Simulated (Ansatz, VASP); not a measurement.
**Two plane-wave programs on Al3Ag5**

```
CELL_PARAMETERS angstrom
5.38723 0.00000 0.00000
-2.69361 4.66548 0.00000
0.00000 0.00000 7.17982
ATOMIC_POSITIONS crystal
Al 0.50000 0.00000 0.00000
Al 0.00000 0.50000 0.00000
Al 0.50000 0.50000 0.00000
Ag 0.33333 0.66667 0.30994
Ag 0.66667 0.33333 0.30994
Ag 0.66667 0.33333 0.69006
Ag 0.33333 0.66667 0.69006
Ag 0.00000 0.00000 0.00000
```

Alike in both runs: functional PBE; k mesh 3 × 3 × 4; occupations gaussian, width 0.1 eV; no spin polarisation.

Ansatz relaxed the structure, and its values are those at the end. VASP's run is a single point on that final structure, the one shown.

```csv
,VASP,Ansatz
version,VASP 6.6.1,Ansatz 0.2.0
potentials or method,"VASP PAW PBE potentials, release 64 (Al, Ag), cutoff 520 eV","scalar-relativistic, plane waves, PAW"
valence electrons in the cell,64,104
```

|  | VASP | Ansatz | Ansatz less VASP |
| --- | --- | --- | --- |
| gap on the k mesh at the Fermi level (eV) | none | none | - |
| pressure (GPa) | 0.0 | 0.0 | +0.01 |

A gap of «none» marks a metal or a gap that the smearing closes. VASP's potentials hold 64 valence electrons a cell and Ansatz's 104, so a difference there can come from the potentials and not from the codes.

The k mesh is coarse, so the values compare programs but aren't converged.
